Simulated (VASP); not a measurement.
# Ta (I4/mmm) in VASP: a series of runs

The runs below take Ta through single point, with PBEsol.

All numbers are computed with VASP 6.6.1; they aren't measurements. Logs are shortened: lines on timing, memory, paths and dates and some standing lists are left out, and cuts for length are marked.

## (1) The cell of the first run

It takes space group I4/mmm (No. 139, tetragonal). Conventional cell: a = 3.283 Å, b = 3.283 Å, c = 3.538 Å, α = 90.00°, β = 90.00°, γ = 90.00°. Within 3.8 Å of Ta (site symmetry 4/mmm) lie 14 Ta at 2.92 to 3.54 Å.

## (2) Single point, PBEsol (19.06 Å³/atom)

INCAR reads:

```
SYSTEM = Ta
PREC = Accurate
ENCUT = 520
EDIFF = 1E-6
ISMEAR = 0
SIGMA = 0.15
LREAL = .FALSE.
LASPH = .TRUE.
NELM = 100
ALGO = Fast
ISIF = 2
LWAVE = .FALSE.
LCHARG = .FALSE.
GGA = PS
NBANDS = 12
```

KPOINTS reads:

```
regular mesh
0
G
  22 22 22
  0 0 0
```

POSCAR reads:

```
Ta
1.0
   -1.6414382821      1.6414382821      1.7688138928
    1.6414382821     -1.6414382821      1.7688138928
    1.6414382821      1.6414382821     -1.7688138928
Ta
1
Direct
    0.0000000000      0.0000000000      0.0000000000
```

Potentials or basis: VASP PAW PBE potentials, release 64 (Ta_pv).

Command:

```bash
> cat potpaw_PBE.64/Ta_pv/POTCAR > POTCAR
> mpirun -np 1 vasp_std > vasp.out
```

OUTCAR:

```text
SYSTEM = Ta
   PREC = Accurate
   ENCUT = 520
   EDIFF = 1E-6
   ISMEAR = 0
   LREAL = .FALSE.
   LASPH = .TRUE.
   NELM = 100
   ISIF = 2
   GGA = PS

 ion  position               nearest neighbor table
   1  0.000  0.000  0.000-

  LATTYP: Found a body centered tetragonal cell.
 ALAT       =     3.2828765642
 C/A-ratio  =     1.0776000000

  Lattice vectors:

 A1 = (  -1.6414382821,   1.6414382821,   1.7688138928)
 A2 = (   1.6414382821,  -1.6414382821,   1.7688138928)
 A3 = (   1.6414382821,   1.6414382821,  -1.7688138928)

Analysis of symmetry for initial positions (statically):
=====================================================================
 Subroutine PRICEL returns:
 Original cell was already a primitive cell.

 Routine SETGRP: Setting up the symmetry group for a
 body centered tetragonal supercell.

 Subroutine GETGRP returns: Found 16 space group operations
 (whereof 16 operations were pure point group operations)
 out of a pool of 16 trial point group operations.

The static configuration has the point symmetry D_4h.

Analysis of symmetry for dynamics (positions and initial velocities):
=====================================================================
 Subroutine PRICEL returns:
 Original cell was already a primitive cell.

 Routine SETGRP: Setting up the symmetry group for a
 body centered tetragonal supercell.

 Subroutine GETGRP returns: Found 16 space group operations
 (whereof 16 operations were pure point group operations)
 out of a pool of 16 trial point group operations.

The dynamic configuration has the point symmetry D_4h.

 Subroutine INISYM returns: Found 16 space group operations
 (whereof 16 operations are pure point group operations),
 and found     1 'primitive' translations

----------------------------------------------------------------------------------------

                                     Primitive cell

  volume of cell :      19.0630

  direct lattice vectors                    reciprocal lattice vectors
    -1.641438282  1.641438282  1.768813893     0.000000000  0.304610905  0.282675301
     1.641438282 -1.641438282  1.768813893     0.304610905  0.000000000  0.282675301
     1.641438282  1.641438282 -1.768813893     0.304610905  0.304610905  0.000000000

  length of vectors
     2.918448536  2.918448536  2.918448536     0.415563628  0.415563628  0.430784873

  position of ions in fractional coordinates (direct lattice)
     0.000000000  0.000000000  0.000000000

  ion indices of the primitive-cell ions
   primitive index   ion index
                 1           1

----------------------------------------------------------------------------------------

 KPOINTS: regular mesh

Automatic generation of k-mesh.
 Grid dimensions read from file:
 generate k-points for:   22   22   22

 Generating k-lattice:

  Cartesian coordinates                     Fractional coordinates (reciprocal lattice)
     0.000000000  0.013845950  0.012848877     0.045454545  0.000000000  0.000000000
     0.013845950  0.000000000  0.012848877     0.000000000  0.045454545  0.000000000
     0.013845950  0.013845950  0.000000000     0.000000000  0.000000000  0.045454545

  Length of vectors
     0.018889256  0.018889256  0.019581131

  Shift w.r.t. Gamma in fractional coordinates (k-lattice)
     0.000000000  0.000000000  0.000000000

 Subroutine IBZKPT returns following result:
 ===========================================

 Found    834 irreducible k-points:

 Following reciprocal coordinates:
            Coordinates               Weight
  0.000000  0.000000  0.000000      1.000000
  0.045455  0.000000  0.000000      8.000000
  0.090909  0.000000  0.000000      8.000000
  0.136364  0.000000  0.000000      8.000000
  0.181818 -0.000000  0.000000      8.000000
  0.227273 -0.000000  0.000000      8.000000
[... 16 lines left out ...]
  0.500000  0.045455  0.000000     16.000000
 -0.454545  0.045455 -0.000000     16.000000
 [... further k-points ...]
   k-points           NKPTS =    834   k-points in BZ     NKDIM =    834   number of bands    NBANDS=     12
   number of dos      NEDOS =    301   number of ions     NIONS =      1
   total plane-waves  NPLWV =  13824
   dimension x,y,z NGX =    24 NGY =   24 NGZ =   24
   dimension x,y,z NGXF=    48 NGYF=   48 NGZF=   48
   ions per type =               1
   NGX,Y,Z   is equivalent  to a cutoff of  13.67, 13.67, 13.67 a.u.
   NGXF,Y,Z  is equivalent  to a cutoff of  27.34, 27.34, 27.34 a.u.
 SYSTEM =  Ta
   PREC   = accura    normal or accurate (medium, high low for compatibility)
   ISTART =      0    job   : 0-new  1-cont  2-samecut
   ICHARG =      2    charge: 1-file 2-atom 10-const
   ISPIN  =      1    spin polarized calculation?
   LNONCOLLINEAR =      F non collinear calculations
   LSORBIT =      F    spin-orbit coupling
   LASPH  =      T    aspherical Exc in radial PAW
   ENCUT  =  520.0 eV  38.22 Ry    6.18 a.u.   5.43  5.43  5.43*2*pi/ulx,y,z
   NELM   =    100;   NELMIN=  2; NELMDL= -5     # of ELM steps
   EDIFF  = 0.1E-05   stopping-criterion for ELM
   LREAL  =      F    real-space projection
   EDIFFG = 0.1E-04   stopping-criterion for IOM
   NSW    =      0    number of steps for IOM
   IBRION =     -1    ionic relax: 0-MD 1-quasi-New 2-CG
   NFREE  =      0    steps in history (QN), initial steepest desc. (CG)
   ISIF   =      2    stress and relaxation
   ISYM   =      2    0-nonsym 1-usesym 2-fastsym
   POTIM  = 0.5000    time-step for ionic-motion
   TEBEG  =    0.0;   TEEND  =   0.0 temperature during run
   PSTRESS=    0.0 pullay stress
   NELECT =      11.0000    total number of electrons
   NUPDOWN=      -1.0000    fix difference up-down
   EMIN   =  10.00;   EMAX   =-10.00  energy-range for DOS
   EFERMI =   0.00;   METHOD = LEGACY
   ISMEAR =     0;   SIGMA  =   0.15  broadening in eV -4-tet -1-fermi 0-gaus
   EFERMI_NEDOS =   21; number of points for ismear=-14 and -15
   IALGO  =     68    algorithm
   IMIX   =      4    mixing-type and parameters
     AMIX     =   0.40;   BMIX     =  1.00
     AMIX_MAG =   1.60;   BMIX_MAG =  1.00
  volume/ion in A,a.u.               =      19.06       128.64
  Fermi-wavevector in a.u.,A,eV,Ry     =   1.362936  2.575575 25.274090  1.857593
  Thomas-Fermi vector in A             =   2.489382
   LORBIT       =      0    0 simple, 1 ext, 2 COOP (PROOUT), +10 PAW based schemes
   GGA     = PS    functional components
   LHFCALC =     F    Hartree Fock is set to
   AEXX    =    0.0000 exact exchange contribution
   IVDW    =     0    specifies the selected vdW correction
   LEPSILON=     F    determine dielectric tensor
   LRPA    =     F    only Hartree local field effects (RPA)
 non-spin polarized calculation
 RMM-DIIS sequential band-by-band and
 Gauss-broadening in eV      SIGMA  =   0.15
  energy-cutoff  :      520.00
  volume of cell :       19.06
 maximum number of plane-waves:       530
 NGX is ok and might be reduce to    24
   NGX = 11   NGY = 11   NGZ = 11

 number of electron      11.0000001 magnetization

 Free energy of the ion-electron system (eV)
  ---------------------------------------------------
  ext. energy  EPLUGINS =         0.00000000
  ---------------------------------------------------
  free energy    TOTEN  =       -12.47754701 eV

  energy without entropy =      -12.46208642  energy(sigma->0) =      -12.46981671

 E-fermi :   4.8989     XC(G=0): -12.4403

 val. band max:        4.8973325907   @ k =  -0.1818   0.3182   0.0909
 cond. band min:       4.9026249650   @ k =   0.4545   0.3182   0.0455
 fundamental gap:      0.0052923743
 Fermi energy:         4.8989215072

 k-point     1 :       0.0000    0.0000    0.0000
  band No.  band energies     occupation
      1     -28.3863      2.00000
      2     -28.3752      2.00000
      3     -28.3752      2.00000
      4      -2.8327      2.00000
      5       5.3629      0.00001
      6       5.3629      0.00001
      7       6.1975      0.00000
      8       8.0386      0.00000
      9       9.1580      0.00000
     10      18.8805      0.00000
     11      20.1232      0.00000
     12      20.1232      0.00000

 k-point     2 :       0.0455    0.0000    0.0000
  band No.  band energies     occupation
      1     -28.4033      2.00000
      2     -28.3813      2.00000
      3     -28.3796      2.00000
      4      -2.7478      2.00000
      5       5.3524      0.00002
      6       5.3828      0.00001
      7       6.2069      0.00000
      8       7.9832      0.00000
      9       9.1201      0.00000
     10      19.0435      0.00000
     11      20.2413      0.00000
     12      20.2708      0.00000

 k-point     3 :       0.0909    0.0000    0.0000
  band No.  band energies     occupation
      1     -28.4645      2.00000
      2     -28.3991      2.00000
      3     -28.3805      2.00000
      4      -2.4984      2.00000
      5       5.3078      0.00012
      6       5.3847      0.00000
      7       6.2996      0.00000
      8       7.8446      0.00000
      9       9.0337      0.00000
     10      19.4494      0.00000
     11      20.5704      0.00000
     12      20.7040      0.00000

 k-point     4 :       0.1364    0.0000    0.0000
  band No.  band energies     occupation
      1     -28.5611      2.00000
      2     -28.4270      2.00000
      3     -28.3805      2.00000
      4      -2.1010      2.00000
      5       5.1998      0.00456
      6       5.2736      0.00041
      7       6.5873      0.00000
      8       7.7022      0.00000
      9       8.9469      0.00000
     10      19.8657      0.00000
     11      20.9889      0.00000
     12      21.3980      0.00000

 k-point     5 :       0.1818   -0.0000    0.0000
  band No.  band energies     occupation
      1     -28.6833      2.00000
      2     -28.4627      2.00000
      3     -28.3803      2.00000
      4      -1.5851      2.00000
      5       5.0167      0.26693
      6       5.0603      0.12816
      7       7.0793      0.00000
      8       7.6411      0.00000
      9       8.8916      0.00000
     10      19.3267      0.00000
     11      19.9482      0.00000
     12      21.2948      0.00000
[... 228 lines left out ...]
      1     -29.3149      2.00000
      2     -28.6621      2.00000
      3     -28.3861      2.00000
      4       0.7327      2.00000
      5       3.8896      2.00000
      6       5.5691      0.00000
      7       7.9368      0.00000
      8       9.4539      0.00000
      9      11.5810      0.00000
     10      15.9236      0.00000
     11      17.2754      0.00000
     12      19.3437      0.00000

 k-point    22 :       0.4545    0.0455    0.0000
  band No.  band energies     occupation
      1     -29.3519      2.00000
      2     -28.6737      2.00000
      3     -28.3870      2.00000
      4       0.7725      2.00000
      5       3.8236      2.00000
      6       5.9314      0.00000
      7       7.8639      0.00000
      8       9.5873      0.00000
      9      12.0234      0.00000
     10      15.4935      0.00000
     11      16.9393      0.00000
     12      21.3289      0.00000

 k-point    23 :       0.5000    0.0455    0.0000
  band No.  band energies     occupation
      1     -29.3530      2.00000
      2     -28.6735      2.00000
      3     -28.3880      2.00000
      4       0.7738      2.00000
      5       3.8199      2.00000
      6       5.9305      0.00000
      7       7.8802      0.00000
      8       9.6217      0.00000
      9      12.0079      0.00000
     10      15.4743      0.00000
     11      16.9026      0.00000
     12      21.3467      0.00000

 k-point    24 :      -0.4545    0.0455   -0.0000
  band No.  band energies     occupation
      1     -29.3181      2.00000
      2     -28.6613      2.00000
      3     -28.3890      2.00000
      4       0.7377      2.00000
      5       3.8790      2.00000
      6       5.5807      0.00000
      7       7.9361      0.00000
      8       9.5766      0.00000
      9      11.5392      0.00000
     10      15.9088      0.00000
     11      17.1348      0.00000
     12      19.3433      0.00000

 [... further k-points ...]
[... 5 lines left out ...]
  --------------------------------------------------------------------------------------
  -------------------------------------------------------------------------------------
  Total       -1.3091628     -1.3091628     -2.0825879      0.0000000     -0.0000000      0.0000000
  in kB     -110.0304766   -110.0304766   -175.0341072      0.0000000     -0.0000000      0.0000000
  external PRESSURE =    -131.6983535 kB  Pullay stress =       0.0000000 kB

 VOLUME and BASIS-vectors are now :
 -----------------------------------------------------------------------------
  energy-cutoff  :      520.00
  volume of cell :       19.06
      direct lattice vectors                 reciprocal lattice vectors
    -1.641438282  1.641438282  1.768813893     0.000000000  0.304610905  0.282675301
     1.641438282 -1.641438282  1.768813893     0.304610905  0.000000000  0.282675301
     1.641438282  1.641438282 -1.768813893     0.304610905  0.304610905  0.000000000

 POSITION                                       TOTAL-FORCE (eV/Angst)
 -----------------------------------------------------------------------------------
      0.00000      0.00000      0.00000        -0.000000      0.000000      0.000000
 -----------------------------------------------------------------------------------
    total drift:                                0.000000      0.000000      0.000000

  FREE ENERGIE OF THE ION-ELECTRON SYSTEM (eV)
  ---------------------------------------------------
  free  energy   TOTEN  =       -12.4775470060 eV

  energy  without entropy=      -12.4620864195  energy(sigma->0) =      -12.46981671
```

Wall time 3.6 min (1 thread of AMD EPYC 7R43 (Zen 3), shared host); peak memory 0.25 GiB.

Results:

* Free energy: -12.4775 eV
* Pressure: -13.2 GPa
* Band gap on the k mesh: zero (an odd number of electrons rules out a gap without spin polarisation)

Levels at points of the mesh, in eV from the Fermi level:
```
           k point  band 3  band 4  band 5  band 6  band 7  band 8
(0.00, 0.00, 0.00)  -33.27   -7.73    0.46    0.46    1.30    3.14
(0.50, 0.00, 0.00)  -33.28   -4.19   -1.09    1.20    2.96    4.68
(0.50, 0.50, 0.00)  -33.32   -4.13   -1.97    1.70    4.37    4.98
(0.50, 0.50, 0.50)  -33.91   -3.62   -3.40    6.18    6.46    6.46
```

Caveat: the cell stands under tension; the PAW data sets were made with another functional, which shifts forces and pressure a little; spin-orbit coupling is left out, which moves the levels of the heavy elements.

## (3) Single point, PBEsol (19.77 Å³/atom)

This run uses another cell than the first one, of 19.77 Å³/atom.

INCAR reads:

```
SYSTEM = Ta
PREC = Accurate
ENCUT = 520
EDIFF = 1E-6
ISMEAR = 0
SIGMA = 0.15
LREAL = .False.
LASPH = .True.
NELM = 80
ALGO = Fast
ISIF = 2
LWAVE = .False.
LCHARG = .True.
GGA = PS
LELF = .True.
LVHAR = .True.
NBANDS = 12
```

KPOINTS reads:

```
Automatic mesh
0
Gamma
  22 22 22
  0 0 0
```

POSCAR reads:

```
Ta
1.0
   -1.6205877844      1.6205877844      1.8818265352
    1.6205877844     -1.6205877844      1.8818265352
    1.6205877844      1.6205877844     -1.8818265352
Ta
1
Direct
    0.0000000000      0.0000000000      0.0000000000
```

Potentials or basis: VASP PAW PBE potentials, release 64 (Ta_pv).

Command:

```bash
> cat potpaw_PBE.64/Ta_pv/POTCAR > POTCAR
> mpirun -np 1 vasp_std > vasp.out
```

OUTCAR:

```text
SYSTEM = Ta
   PREC = Accurate
   ENCUT = 520
   EDIFF = 1E-6
   ISMEAR = 0
   LREAL = .False.
   LASPH = .True.
   NELM = 80
   ISIF = 2
   GGA = PS

 ion  position               nearest neighbor table
   1  0.000  0.000  0.000-

  LATTYP: Found a body centered tetragonal cell.
 ALAT       =     3.2411755688
 C/A-ratio  =     1.1612000000

  Lattice vectors:

 A1 = (  -1.6205877844,   1.6205877844,   1.8818265352)
 A2 = (   1.6205877844,  -1.6205877844,   1.8818265352)
 A3 = (   1.6205877844,   1.6205877844,  -1.8818265352)

Analysis of symmetry for initial positions (statically):
=====================================================================
 Subroutine PRICEL returns:
 Original cell was already a primitive cell.

 Routine SETGRP: Setting up the symmetry group for a
 body centered tetragonal supercell.

 Subroutine GETGRP returns: Found 16 space group operations
 (whereof 16 operations were pure point group operations)
 out of a pool of 16 trial point group operations.

The static configuration has the point symmetry D_4h.

Analysis of symmetry for dynamics (positions and initial velocities):
[... 162 lines left out ...]
 cond. band min:       4.7057083307   @ k =  -0.1364   0.4091   0.1364
 fundamental gap:      0.0028135370
 Fermi energy:         4.7037834749

 k-point     1 :       0.0000    0.0000    0.0000
  band No.  band energies     occupation
      1     -28.8089      2.00000
      2     -28.7935      2.00000
      3     -28.7935      2.00000
      4      -2.9651      2.00000
      5       5.0063      0.00434
      6       5.0063      0.00434
      7       6.5026      0.00000
      8       7.0469      0.00000
      9       8.9530      0.00000
     10      17.8984      0.00000
     11      20.1945      0.00000
     12      20.1945      0.00000
[... 331 lines left out ...]
 k-point    24 :      -0.4545    0.0455   -0.0000
  band No.  band energies     occupation
      1     -29.6317      2.00000
      2     -29.0172      2.00000
      3     -28.8234      2.00000
      4       0.5704      2.00000
      5       4.0319      2.00000
      6       5.1472      0.00003
      7       6.8682      0.00000
      8       9.4079      0.00000
      9      10.7824      0.00000
     10      14.8743      0.00000
     11      16.8822      0.00000
     12      18.9307      0.00000

 [... further k-points ...]
[... 5 lines left out ...]
  --------------------------------------------------------------------------------------
  -------------------------------------------------------------------------------------
  Total       -1.7323972     -1.7323972     -2.9755429      0.0000000      0.0000000      0.0000000
  in kB     -140.4020202   -140.4020202   -241.1526799      0.0000000      0.0000000      0.0000000
  external PRESSURE =    -173.9855734 kB  Pullay stress =       0.0000000 kB

 VOLUME and BASIS-vectors are now :
 -----------------------------------------------------------------------------
  energy-cutoff  :      520.00
  volume of cell :       19.77
      direct lattice vectors                 reciprocal lattice vectors
    -1.620587784  1.620587784  1.881826535     0.000000000  0.308530031  0.265699304
     1.620587784 -1.620587784  1.881826535     0.308530031  0.000000000  0.265699304
     1.620587784  1.620587784 -1.881826535     0.308530031  0.308530031  0.000000000

 POSITION                                       TOTAL-FORCE (eV/Angst)
 -----------------------------------------------------------------------------------
      0.00000      0.00000      0.00000        -0.000000     -0.000000      0.000000
 -----------------------------------------------------------------------------------
    total drift:                               -0.000000     -0.000000      0.000000

  FREE ENERGIE OF THE ION-ELECTRON SYSTEM (eV)
  ---------------------------------------------------
  free  energy   TOTEN  =       -12.3582044933 eV

  energy  without entropy=      -12.3420043434  energy(sigma->0) =      -12.35010442
```

Wall time 5.1 min (1 thread of AMD EPYC 7R43 (Zen 3), shared host); peak memory 0.26 GiB.

What came out:

| Quantity | Value |
| --- | --- |
| Free energy | -12.3582 eV |
| Pressure | -17.4 GPa |
| Band gap on the k mesh | zero (an odd number of electrons rules out a gap without spin polarisation) |

Levels at points of the mesh, in eV from the Fermi level:
| k point | band 2 | band 3 | band 4 | band 5 | band 6 | band 7 | band 8 | band 9 |
| --- | --- | --- | --- | --- | --- | --- | --- | --- |
| (0.00, 0.00, 0.00) | -33.50 | -33.50 | -7.67 | 0.30 | 0.30 | 1.80 | 2.34 | 4.25 |
| (0.50, 0.00, 0.00) | -33.73 | -33.52 | -4.15 | -0.72 | 0.89 | 2.05 | 4.73 | 6.46 |
| (0.50, 0.50, 0.00) | -33.85 | -33.59 | -4.00 | -2.34 | 1.83 | 4.76 | 5.10 | 6.95 |
| (0.50, 0.50, 0.50) | -34.00 | -34.00 | -3.61 | -3.17 | 5.43 | 5.70 | 6.20 | 6.20 |

Caveat: the cell stands under tension; the PAW data sets were made with another functional, which shifts forces and pressure a little; spin-orbit coupling is left out, which moves the levels of the heavy elements.

(Part 1 of 2 ends here.)
